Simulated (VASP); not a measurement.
## AlN: single point with PBE

AlN:

```
Al N
1.0
     3.19250    0.00000    0.00000
    -1.59625    2.76479    0.00000
     0.00000    0.00000    5.21760
Al N
2 2
Direct
  0.33333 0.66667 0.00321
  0.66667 0.33333 0.50321
  0.33333 0.66667 0.38179
  0.66667 0.33333 0.88179
```

```json
{"Program": "VASP 6.6.1", "Task": "single point", "Functional": "PBE", "Potentials or basis": "VASP PAW PBE potentials, release 64 (Al, N)", "Cutoff": "520 eV", "k mesh": "9 × 9 × 6", "Occupations": "gaussian, width 0.05 eV", "Spin": "no spin polarisation"}
```

```json
{"Pressure": "-13.1 GPa", "Largest force": "0.004 eV/Å", "Band gap on the k mesh": "3.45 eV, direct"}
```

Forces in eV/Å, atoms in the order of the input:
```
Al   0.000  0.000 -0.004
Al   0.000  0.000 -0.004
N    0.000  0.000  0.004
N    0.000  0.000  0.004
```

Stress tensor (GPa, compression positive):
```
-11.74   0.00   0.00
  0.00 -11.74   0.00
  0.00   0.00 -15.78
```

Levels at points of the mesh, in eV from the valence-band top:
```
           k point  band 6  band 7  band 8  band 9  band 10  band 11
(0.00, 0.00, 0.00)   -0.05   -0.05    0.00    3.45     6.11     9.81
(0.00, 0.00, 0.50)   -0.34   -0.34   -0.34    5.80     5.80     9.56
```

Wall time 18 s on 1 thread of Intel(R) Xeon(R) Platinum 8259CL CPU @ 2.50GHz (Skylake/Cascade Lake), with other jobs on the host, peak memory 0.17 GiB.
